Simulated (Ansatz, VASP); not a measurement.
## Si3N4: VASP beside Ansatz

```
Si N
1.0
     0.00000    3.89372    3.89372
     3.89372    0.00000    3.89372
     3.89372    3.89372    0.00000
Si N
6 8
Cartesian
  2.9203 2.9203 4.8671
  2.9203 4.8671 2.9203
  4.8671 2.9203 2.9203
  4.8671 4.8671 4.8671
  1.9469 1.9469 1.9469
  0.0000 0.0000 0.0000
  6.7561 6.7561 6.7561
  2.9782 4.8092 4.8092
  4.8092 4.8092 2.9782
  4.8092 2.9782 4.8092
  4.9251 4.9251 6.7561
  4.9251 6.7561 4.9251
  2.9782 2.9782 2.9782
  6.7561 4.9251 4.9251
```

Alike in both runs: task single point; functional LDA; k mesh 4 × 4 × 4; occupations gaussian, width 0.1 eV; no spin polarisation.

```csv
,VASP,Ansatz
version,VASP 6.6.1,Ansatz 0.2.0
potentials or method,"VASP PAW LDA potentials, release 64 (Si, N), cutoff 600 eV","scalar-relativistic, plane waves, PAW"
valence electrons in the cell,64,64
```

VASP gave:

- gap on the k mesh at the Fermi level (eV): 3.22
- least direct gap on the mesh (eV): 3.24
- pressure (GPa): -10.7
- rms of the force components (eV/Å): 0.049

Problem. Which values does Ansatz return?

Solution. gap on the k mesh at the Fermi level (eV): 3.23; least direct gap on the mesh (eV): 3.25; pressure (GPa): -11.3; rms of the force components (eV/Å): 0.055.

Ansatz warns that its potentials were made for another functional, while VASP's fit it. LDA's correlation is that of Perdew and Zunger in VASP and of Perdew and Wang (1992) in Ansatz. Atom by atom the forces differ by 0.006 eV/Å (rms over components).
